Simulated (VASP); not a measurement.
Wanted: the native input for a VASP 6.6.1 run.

* Task: single point
* Functional: PBE
* Potentials or basis: VASP PAW PBE potentials, release 64 (Al, O)
* Cutoff: 520 eV
* k mesh: 6 × 6 × 6
* Occupations: gaussian, width 0.05 eV
* Spin: no spin polarisation
* Dipole correction: no
* Further INCAR settings: ALGO = Normal; EDIFF = 1e-06; NBANDS = 35

The structure of Al2O3 lies in POSCAR:

```
Al2O3
1.0
    2.3058545897      1.3312857681      4.7543647167
   -2.3058545897      1.3312857681      4.7543647167
    0.0000000000     -2.6625715361      4.7543647167
Al O
4 6
Direct
    0.8445081524      0.8445081524      0.8445081524
    0.6554918476      0.6554918476      0.6554918476
    0.1554918476      0.1554918476      0.1554918476
    0.3445081524      0.3445081524      0.3445081524
    0.0561574040      0.4438425960      0.7500000000
    0.7500000000      0.0561574040      0.4438425960
    0.4438425960      0.7500000000      0.0561574040
    0.9438425960      0.5561574040      0.2500000000
    0.2500000000      0.9438425960      0.5561574040
    0.5561574040      0.2500000000      0.9438425960
```

This cell differs from its parent crystal: c/a of the conventional cell at fixed volume 3.0928.

One way to write it, as run:

INCAR

```
SYSTEM = Al2O3
PREC     = Accurate       ! precision mode
ENCUT    = 520            ! plane-wave cutoff, eV
EDIFF    = 1E-6           ! SCF threshold, eV
ISMEAR   = 0              ! smearing method
SIGMA    = 0.05           ! smearing width, eV
LREAL    = .FALSE.        ! projectors in reciprocal space
LASPH    = .TRUE.         ! aspherical terms in the spheres
NELM     = 60             ! most SCF steps
ALGO     = Normal         ! electronic algorithm
ISIF     = 2              ! what is computed and relaxed
LWAVE    = .FALSE.        ! write WAVECAR
LCHARG   = .FALSE.        ! write CHGCAR
GGA      = PE             ! functional
NBANDS   = 35             ! bands
```

KPOINTS

```
Automatic mesh
0
G
  6 6 6
  0 0 0
```

Potentials or basis: VASP PAW PBE potentials, release 64 (Al, O).

Launch:

```sh
$ cat potpaw_PBE.64/Al/POTCAR potpaw_PBE.64/O/POTCAR > POTCAR
$ mpirun -np 1 vasp_std > vasp.out
```

It gave:

```yaml
Pressure: 1.5 GPa
Largest_force: 0.935 eV/Å
Band_gap_on_the_k_mesh: 5.12 eV, direct
```

Wall time 88 s on 1 thread of AMD EPYC 9R45 96-Core Processor (Zen 5) (shared host), peak memory 0.24 GiB.
